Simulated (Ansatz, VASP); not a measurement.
# BeS: VASP beside Ansatz

INCAR

```
  ALGO = Normal
  EDIFF = 1E-6
  ENCUT = 520
  GGA = PE
  ISIF = 2
  ISMEAR = 0
  LASPH = True
  LCHARG = False
  LREAL = Auto
  LWAVE = False
  NBANDS = 46
  NELM = 100
  PREC = Accurate
  SIGMA = 0.1
```

KPOINTS

```
k-points
0
Gamma
  4 4 6
```

The input POSCAR:

```
BeS
1.0
    7.4486569500      0.0000000000      0.0000000000
    0.0000000000      7.4486569500      0.0000000000
    0.0000000000      0.0000000000      3.5572732700
Be S
8 8
Direct
    0.6913084800      0.6225034900      0.0000000000
    0.8774965100      0.8086915200      0.5000000000
    0.3086915200      0.3774965100      0.0000000000
    0.1225034900      0.1913084800      0.5000000000
    0.6225034900      0.3086915200      0.5000000000
    0.8086915200      0.1225034900      0.0000000000
    0.3774965100      0.6913084800      0.5000000000
    0.1913084800      0.8774965100      0.0000000000
    0.1225034900      0.8086915200      0.5000000000
    0.3086915200      0.6225034900      0.0000000000
    0.8774965100      0.1913084800      0.5000000000
    0.6913084800      0.3774965100      0.0000000000
    0.1913084800      0.1225034900      0.0000000000
    0.3774965100      0.3086915200      0.5000000000
    0.8086915200      0.8774965100      0.0000000000
    0.6225034900      0.6913084800      0.5000000000
```

Input for Ansatz:

```yaml
crystal:
  lattice:
    - [7.44865695, 0.0, 0.0]
    - [0.0, 7.44865695, 0.0]
    - [0.0, 0.0, 3.55727327]
  atoms:
    - { symbol: Be, position: [0.69130848, 0.62250349, 0.0] }
    - { symbol: Be, position: [0.87749651, 0.80869152, 0.5] }
    - { symbol: Be, position: [0.30869152, 0.37749651, 0.0] }
    - { symbol: Be, position: [0.12250349, 0.19130848, 0.5] }
    - { symbol: Be, position: [0.62250349, 0.30869152, 0.5] }
    - { symbol: Be, position: [0.80869152, 0.12250349, 0.0] }
    - { symbol: Be, position: [0.37749651, 0.69130848, 0.5] }
    - { symbol: Be, position: [0.19130848, 0.87749651, 0.0] }
    - { symbol: S, position: [0.12250349, 0.80869152, 0.5] }
    - { symbol: S, position: [0.30869152, 0.62250349, 0.0] }
    - { symbol: S, position: [0.87749651, 0.19130848, 0.5] }
    - { symbol: S, position: [0.69130848, 0.37749651, 0.0] }
    - { symbol: S, position: [0.19130848, 0.12250349, 0.0] }
    - { symbol: S, position: [0.37749651, 0.30869152, 0.5] }
    - { symbol: S, position: [0.80869152, 0.87749651, 0.0] }
    - { symbol: S, position: [0.62250349, 0.69130848, 0.5] }
basis:
  ecutwfc: 420
kpoints:
  mp_grid: { grid: [4, 4, 6] }
hamiltonian:
  xc: pbe
scf:
  occupations: { method: gaussian, width: 0.1 }
  lower_state_search: "off"
output:
  forces: true
  stress: true
  eigenvalues: true
```

Alike in both runs: task single point; functional PBE; k mesh 4 × 4 × 6; occupations gaussian, width 0.1 eV; no spin polarisation.

|  | VASP | Ansatz |
| --- | --- | --- |
| version | VASP 6.6.1 | Ansatz 0.2.0 |
| potentials or method | VASP PAW PBE potentials, release 64 (Be, S), cutoff 520 eV | scalar-relativistic, plane waves, PAW |
| valence electrons in the cell | 64 | 64 |

|  | VASP | Ansatz | Ansatz less VASP |
| --- | --- | --- | --- |
| gap on the k mesh at the Fermi level (eV) | none | none | - |
| rms of the force components (eV/Å) | 0.478 | 0.478 | +0.0006 |

Atom by atom the forces differ by 0.003 eV/Å (rms over components). A gap of «none» marks a metal or a gap that the smearing closes.
